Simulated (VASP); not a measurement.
Wanted: the native input for a VASP 6.6.1 run.

```
Task                   : single point
Functional             : PBEsol
Potentials or basis    : VASP PAW PBE potentials, release 64 (Co, Sn_d)
Cutoff                 : 520 eV
k mesh                 : 8 × 8 × 8
Occupations            : gaussian, width 0.1 eV
Spin                   : no spin polarisation
Dipole correction      : no
Further INCAR settings : ALGO = Fast; EDIFF = 1e-07; NBANDS = 46
```

The structure of CoSn2 lies in POSCAR:

```
CoSn2
1.0
   -3.1698345130      3.1698345130      2.7272683787
    3.1698345130     -3.1698345130      2.7272683787
    3.1698345130      3.1698345130     -2.7272683787
Co Sn
2 4
Direct
    0.2500000000      0.2500000000      0.0000000000
    0.7500000000      0.7500000000      0.0000000000
    0.6667018181      0.1667018181      0.8334036361
    0.1667018181      0.3332981819      0.5000000000
    0.3332981819      0.8332981819      0.1665963639
    0.8332981819      0.6667018181      0.5000000000
```

This cell differs from its parent crystal: volume scaled by 1.03, then relaxed in part.

These files were run (other wordings do the same):

INCAR

```
ALGO     = Fast           # electronic algorithm
EDIFF    = 1E-7           # SCF threshold, eV
ENCUT    = 520            # plane-wave cutoff, eV
GGA      = PS             # functional
ISIF     = 2              # what is computed and relaxed
ISMEAR   = 0              # smearing method
LASPH    = True           # aspherical terms in the spheres
LCHARG   = False          # write CHGCAR
LREAL    = False          # projectors in reciprocal space
LWAVE    = False          # write WAVECAR
NBANDS   = 46             # bands
NELM     = 60             # most SCF steps
PREC     = Accurate       # precision mode
SIGMA    = 0.1            # smearing width, eV
```

KPOINTS

```
k-points
0
Gamma
  8 8 8
```

Potentials or basis: VASP PAW PBE potentials, release 64 (Co, Sn_d).

Run with:

```sh
$ cat potpaw_PBE.64/Co/POTCAR potpaw_PBE.64/Sn_d/POTCAR > POTCAR
$ mpirun -np 1 vasp_std > vasp.out
```

It gave:

| Quantity | Value |
| --- | --- |
| Pressure | -3.3 GPa |
| Largest force | 0.005 eV/Å |
| Band gap on the k mesh | zero (band 37 reaches 11.39 eV, above the bottom of band 38 at 9.86 eV) |

Caveat: the PAW data sets were made with another functional, which shifts forces and pressure a little; spin-orbit coupling is left out, which moves the levels of the heavy elements.

Run time: 5.2 min on 1 thread of Intel(R) Xeon(R) Platinum 8488C (Sapphire Rapids), with other jobs on the host, peak memory 0.39 GiB.
